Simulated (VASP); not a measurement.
# Au in VASP: a series of runs

Runs on Au. Level: PBE. Tasks: single point.

Everything below comes from runs of VASP 6.6.1. Logs are shortened: lines on timing, memory, paths and dates and some standing lists are left out, and cuts for length are marked.

### 1 The cell of the first run

The cell holds a slab with vacuum, 4 atoms: a = 2.940 Å, b = 2.940 Å, c = 22.237 Å, α = 90.00°, β = 90.00°, γ = 90.00°.

### 2 Single point, PBE

INCAR reads:

```
SYSTEM = Au
ALGO     = Normal         ! electronic algorithm
EDIFF    = 1E-6           ! SCF threshold, eV
ENCUT    = 520            ! plane-wave cutoff, eV
GGA      = PE             ! functional
ISIF     = 2              ! what is computed and relaxed
ISMEAR   = -1             ! smearing method
LASPH    = .True.         ! aspherical terms in the spheres
LCHARG   = .False.        ! write CHGCAR
LREAL    = .False.        ! projectors in reciprocal space
LWAVE    = .False.        ! write WAVECAR
NBANDS   = 30             ! bands
NELM     = 60             ! most SCF steps
PREC     = Accurate       ! precision mode
SIGMA    = 0.05           ! smearing width, eV
```

KPOINTS reads:

```
k-points
0
Gamma
  12 12 1
  0 0 0
```

POSCAR reads:

```
Au
1.0
    2.9400990585      0.0000000000      0.0000000000
    0.0000000000      2.9400990585      0.0000000000
    0.0000000000      0.0000000000     22.2369000000
Au
4
Direct
    0.2500000000      0.2500000000      0.3611398467
    0.7500000000      0.7500000000      0.4532804822
    0.2500000000      0.2500000000      0.5467195176
    0.7500000000      0.7500000000      0.6388601529
```

Potentials or basis: VASP PAW PBE potentials, release 64 (Au).

Command:

```console
cat potpaw_PBE.64/Au/POTCAR > POTCAR
mpirun -np 1 vasp_std > vasp.out
```

OUTCAR:

```text
SYSTEM = Au
   EDIFF = 1E-6
   ENCUT = 520
   GGA = PE
   ISIF = 2
   ISMEAR = -1
   LASPH = .True.
   LREAL = .False.
   NELM = 60
   PREC = Accurate

 ion  position               nearest neighbor table
   1  0.250  0.250  0.361-   2 2.92   2 2.92   2 2.92   2 2.92
   2  0.750  0.750  0.453-   1 2.92   1 2.92   1 2.92   1 2.92   3 2.94   3 2.94   3 2.94   3 2.94

   3  0.250  0.250  0.547-   4 2.92   4 2.92   4 2.92   4 2.92   2 2.94   2 2.94   2 2.94   2 2.94

   4  0.750  0.750  0.639-   3 2.92   3 2.92   3 2.92   3 2.92

  LATTYP: Found a simple tetragonal cell.
 ALAT       =     2.9400990585
 C/A-ratio  =     7.5633165950

  Lattice vectors:

 A1 = (   2.9400990585,   0.0000000000,   0.0000000000)
 A2 = (   0.0000000000,   2.9400990585,   0.0000000000)
 A3 = (   0.0000000000,   0.0000000000,  22.2369000000)

Analysis of symmetry for initial positions (statically):
=====================================================================
 Subroutine PRICEL returns:
 Original cell was already a primitive cell.

 Routine SETGRP: Setting up the symmetry group for a
 simple tetragonal supercell.

 Subroutine GETGRP returns: Found 16 space group operations
 (whereof  4 operations were pure point group operations)
 out of a pool of 16 trial point group operations.

The static configuration has the point symmetry C_2h.
 The point group associated with its full space group is D_4h.

Analysis of symmetry for dynamics (positions and initial velocities):
=====================================================================
 Subroutine PRICEL returns:
 Original cell was already a primitive cell.

 Routine SETGRP: Setting up the symmetry group for a
 simple tetragonal supercell.

 Subroutine GETGRP returns: Found 16 space group operations
 (whereof  4 operations were pure point group operations)
 out of a pool of 16 trial point group operations.

The dynamic configuration has the point symmetry C_2h.
 The point group associated with its full space group is D_4h.

 Subroutine INISYM returns: Found 16 space group operations
 (whereof  4 operations are pure point group operations),
 and found     1 'primitive' translations

----------------------------------------------------------------------------------------

                                     Primitive cell

  volume of cell :     192.2198

  direct lattice vectors                    reciprocal lattice vectors
     2.940099058  0.000000000  0.000000000     0.340124594  0.000000000  0.000000000
     0.000000000  2.940099058  0.000000000     0.000000000  0.340124594  0.000000000
     0.000000000  0.000000000 22.236900000     0.000000000  0.000000000  0.044970297

  length of vectors
     2.940099058  2.940099058 22.236900000     0.340124594  0.340124594  0.044970297

  position of ions in fractional coordinates (direct lattice)
     0.250000000  0.250000000  0.361139847
     0.750000000  0.750000000  0.453280482
     0.250000000  0.250000000  0.546719518
     0.750000000  0.750000000  0.638860153

  ion indices of the primitive-cell ions
   primitive index   ion index
                 1           1
                 2           2
                 3           3
                 4           4

----------------------------------------------------------------------------------------

 KPOINTS: k-points

Automatic generation of k-mesh.
 Grid dimensions read from file:
 generate k-points for:   12   12    1

 Generating k-lattice:

  Cartesian coordinates                     Fractional coordinates (reciprocal lattice)
     0.028343716  0.000000000  0.000000000     0.083333333  0.000000000  0.000000000
     0.000000000  0.028343716  0.000000000     0.000000000  0.083333333  0.000000000
     0.000000000  0.000000000  0.044970297     0.000000000  0.000000000  1.000000000

  Length of vectors
     0.028343716  0.028343716  0.044970297

  Shift w.r.t. Gamma in fractional coordinates (k-lattice)
     0.000000000  0.000000000  0.000000000

 Subroutine IBZKPT returns following result:
 ===========================================

 Found     28 irreducible k-points:

 Following reciprocal coordinates:
            Coordinates               Weight
  0.000000  0.000000  0.000000      1.000000
  0.083333  0.000000  0.000000      4.000000
  0.166667  0.000000  0.000000      4.000000
  0.250000  0.000000  0.000000      4.000000
  0.333333  0.000000  0.000000      4.000000
  0.416667  0.000000  0.000000      4.000000
[... 16 lines left out ...]
  0.333333  0.333333  0.000000      4.000000
  0.416667  0.333333  0.000000      8.000000
 [... further k-points ...]
   k-points           NKPTS =     28   k-points in BZ     NKDIM =     28   number of bands    NBANDS=     30
   number of dos      NEDOS =    301   number of ions     NIONS =      4
   total plane-waves  NPLWV =  96768
   dimension x,y,z NGX =    24 NGY =   24 NGZ =  168
   dimension x,y,z NGXF=    48 NGYF=   48 NGZF=  336
   ions per type =               4
   NGX,Y,Z   is equivalent  to a cutoff of  13.57, 13.57, 12.56 a.u.
   NGXF,Y,Z  is equivalent  to a cutoff of  27.14, 27.14, 25.12 a.u.
 SYSTEM =  Au
   PREC   = accura    normal or accurate (medium, high low for compatibility)
   ISTART =      0    job   : 0-new  1-cont  2-samecut
   ICHARG =      2    charge: 1-file 2-atom 10-const
   ISPIN  =      1    spin polarized calculation?
   LNONCOLLINEAR =      F non collinear calculations
   LSORBIT =      F    spin-orbit coupling
   LASPH  =      T    aspherical Exc in radial PAW
   ENCUT  =  520.0 eV  38.22 Ry    6.18 a.u.   5.47  5.47 41.35*2*pi/ulx,y,z
   NELM   =     60;   NELMIN=  2; NELMDL= -5     # of ELM steps
   EDIFF  = 0.1E-05   stopping-criterion for ELM
   LREAL  =      F    real-space projection
[... 7 lines left out ...]
   TEBEG  =    0.0;   TEEND  =   0.0 temperature during run
   PSTRESS=    0.0 pullay stress
   NELECT =      44.0000    total number of electrons
   NUPDOWN=      -1.0000    fix difference up-down
   EMIN   =  10.00;   EMAX   =-10.00  energy-range for DOS
   EFERMI =   0.00;   METHOD = LEGACY
   ISMEAR =    -1;   SIGMA  =   0.05  broadening in eV -4-tet -1-fermi 0-gaus
   EFERMI_NEDOS =   21; number of points for ismear=-14 and -15
   IALGO  =     38    algorithm
   IMIX   =      4    mixing-type and parameters
     AMIX     =   0.40;   BMIX     =  1.00
     AMIX_MAG =   1.60;   BMIX_MAG =  1.00
  volume/ion in A,a.u.               =      48.05       324.29
  Fermi-wavevector in a.u.,A,eV,Ry     =   1.001443  1.892453 13.645127  1.002889
  Thomas-Fermi vector in A             =   2.133866
   LORBIT       =      0    0 simple, 1 ext, 2 COOP (PROOUT), +10 PAW based schemes
   GGA     = PE    functional components
   LHFCALC =     F    Hartree Fock is set to
   AEXX    =    0.0000 exact exchange contribution
   IVDW    =     0    specifies the selected vdW correction
   LEPSILON=     F    determine dielectric tensor
   LRPA    =     F    only Hartree local field effects (RPA)
 non-spin polarized calculation
  energy-cutoff  :      520.00
  volume of cell :      192.22
 maximum number of plane-waves:      5235
 NGX is ok and might be reduce to    24
   NGX = 11   NGY = 11   NGZ = 83

 number of electron      43.9999990 magnetization

 Free energy of the ion-electron system (eV)
  ---------------------------------------------------
  ext. energy  EPLUGINS =         0.00000000
  ---------------------------------------------------
  free energy    TOTEN  =       -11.93949142 eV

  energy without entropy =      -11.93096320  energy(sigma->0) =      -11.93522731

 E-fermi :   0.0172     XC(G=0):  -5.3782

 val. band max:       -0.0128471370   @ k =   0.0833   0.0000   0.0000
 cond. band min:       0.1623506826   @ k =   0.2500   0.2500   0.0000
 fundamental gap:      0.1751978196
 Fermi energy:         0.0172443671

 k-point     1 :       0.0000    0.0000    0.0000
  band No.  band energies     occupation
      1      -8.7106      2.00000
      2      -7.2241      2.00000
      3      -6.2189      2.00000
      4      -6.0459      2.00000
      5      -5.9275      2.00000
      6      -5.4344      2.00000
[... 22 lines left out ...]
     29       6.9313      0.00000
     30       9.0078      0.00000

 k-point     2 :       0.0833    0.0000    0.0000
  band No.  band energies     occupation
      1      -8.5639      2.00000
      2      -7.1017      2.00000
      3      -6.1255      2.00000
      4      -5.9594      2.00000
      5      -5.8222      2.00000
      6      -5.3628      2.00000
[... 22 lines left out ...]
     29       6.9795      0.00000
     30       8.9520      0.00000

 k-point     3 :       0.1667    0.0000    0.0000
  band No.  band energies     occupation
      1      -8.1474      2.00000
      2      -6.8053      2.00000
      3      -5.9428      2.00000
      4      -5.6852      2.00000
      5      -5.6400      2.00000
      6      -5.0187      2.00000
[... 22 lines left out ...]
     29       6.8219      0.00000
     30       8.0058      0.00000

 k-point     4 :       0.2500    0.0000    0.0000
  band No.  band energies     occupation
      1      -7.5426      2.00000
      2      -6.5389      2.00000
      3      -5.7275      2.00000
      4      -5.6809      2.00000
      5      -5.1542      2.00000
      6      -4.4762      2.00000
[... 22 lines left out ...]
     29       6.8279      0.00000
     30       7.5767      0.00000

 k-point     5 :       0.3333    0.0000    0.0000
  band No.  band energies     occupation
      1      -6.9239      2.00000
      2      -6.4392      2.00000
      3      -5.7174      2.00000
      4      -5.5320      2.00000
      5      -4.7564      2.00000
      6      -4.3968      2.00000
[... 22 lines left out ...]
     29       6.8617      0.00000
     30       7.0491      0.00000
[... 526 lines left out ...]
     29       8.1719      0.00000
     30       8.4161      0.00000

 k-point    22 :       0.5000    0.2500    0.0000
  band No.  band energies     occupation
      1      -5.8035      2.00000
      2      -5.8035      2.00000
      3      -5.5968      2.00000
      4      -5.5968      2.00000
      5      -4.9407      2.00000
      6      -4.9407      2.00000
[... 22 lines left out ...]
     29       8.8841      0.00000
     30       8.8841      0.00000

 k-point    23 :       0.3333    0.3333    0.0000
  band No.  band energies     occupation
      1      -5.9403      2.00000
      2      -5.5998      2.00000
      3      -5.5523      2.00000
      4      -5.5329      2.00000
      5      -5.1284      2.00000
      6      -4.7747      2.00000
[... 22 lines left out ...]
     29       7.4799      0.00000
     30       8.4177      0.00000

 k-point    24 :       0.4167    0.3333    0.0000
  band No.  band energies     occupation
      1      -5.9407      2.00000
      2      -5.7996      2.00000
      3      -5.7088      2.00000
      4      -5.6992      2.00000
      5      -5.0572      2.00000
      6      -4.8855      2.00000
[... 22 lines left out ...]
     29       7.8777      0.00000
     30       8.4318      0.00000

 [... further k-points ...]

------------------------ aborting loop because EDIFF is reached ----------------------------------------

  FORCE on cell =-STRESS in cart. coord.  units (eV):
  Direction    XX          YY          ZZ          XY          YZ          ZX
  --------------------------------------------------------------------------------------
  -------------------------------------------------------------------------------------
  Total       -2.2597759     -2.2597759     -0.1259078     -0.0000000      0.0000000     -0.0000000
  in kB      -18.8355274    -18.8355274     -1.0494582     -0.0000000      0.0000000     -0.0000000
  external PRESSURE =     -12.9068377 kB  Pullay stress =       0.0000000 kB

 VOLUME and BASIS-vectors are now :
 -----------------------------------------------------------------------------
  energy-cutoff  :      520.00
  volume of cell :      192.22
      direct lattice vectors                 reciprocal lattice vectors
     2.940099058  0.000000000  0.000000000     0.340124594  0.000000000  0.000000000
     0.000000000  2.940099058  0.000000000     0.000000000  0.340124594  0.000000000
     0.000000000  0.000000000 22.236900000     0.000000000  0.000000000  0.044970297

 POSITION                                       TOTAL-FORCE (eV/Angst)
 -----------------------------------------------------------------------------------
      0.73502      0.73502      8.03063         0.000000      0.000000      0.009447
      2.20507      2.20507     10.07955        -0.000000      0.000000      0.006198
      0.73502      0.73502     12.15735        -0.000000     -0.000000     -0.006198
      2.20507      2.20507     14.20627         0.000000     -0.000000     -0.009447
 -----------------------------------------------------------------------------------
    total drift:                               -0.000000     -0.000000      0.000010

  FREE ENERGIE OF THE ION-ELECTRON SYSTEM (eV)
  ---------------------------------------------------
  free  energy   TOTEN  =       -11.9394914215 eV

  energy  without entropy=      -11.9309632010  energy(sigma->0) =      -11.93522731
```

Run time: 2.2 min. Hardware: 1 thread of Intel Xeon Platinum 8488C (Sapphire Rapids), shared host; peak memory 0.36 GiB.

What came out:

```yaml
Free_energy: -11.9395 eV
Largest_force: 0.009 eV/Å
Band_gap_on_the_k_mesh: zero (bands 22 and 23 overlap by 3.98 eV)
```

Forces on the atoms (eV/Å):
```
Au   0.000  0.000  0.009
Au   0.000  0.000  0.006
Au   0.000  0.000 -0.006
Au   0.000  0.000 -0.009
```

Caveat: spin-orbit coupling is left out, which moves the levels of the heavy elements.

(Part 1 of 2 ends here.)
